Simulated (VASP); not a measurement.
Here is a VASP 6.6.1 calculation.

The input INCAR:

```
ALGO = Normal
EDIFF = 1E-6
ENCUT = 520
GGA = PE
ISIF = 2
ISMEAR = -1
LASPH = True
LCHARG = True
LELF = True
LREAL = False
LVHAR = True
LWAVE = False
NBANDS = 16
NELM = 60
PREC = Accurate
SIGMA = 0.08
```

Contents of KPOINTS:

```
k-points
0
Gamma
  15 15 15
```

POSCAR

```
GaAs
1.0
    0.0000000000      2.3235107674      2.3235107674
    2.3235107674      0.0000000000      2.3235107674
    2.3235107674      2.3235107674      0.0000000000
Ga As
1 1
Direct
    0.0000000000      0.0000000000      0.0000000000
    0.5000000000      0.5000000000      0.5000000000
```

Potentials or basis: VASP PAW PBE potentials, release 64 (Ga_d, As).

The run is started by

```console
$ cat potpaw_PBE.64/Ga_d/POTCAR potpaw_PBE.64/As/POTCAR > POTCAR
$ mpirun -np 1 vasp_std > vasp.out
```

Estimate the band gap on the k mesh.

zero (band 9 reaches 11.97 eV, above the bottom of band 10 at 7.96 eV).

What does it give for the pressure?

90.4 GPa.
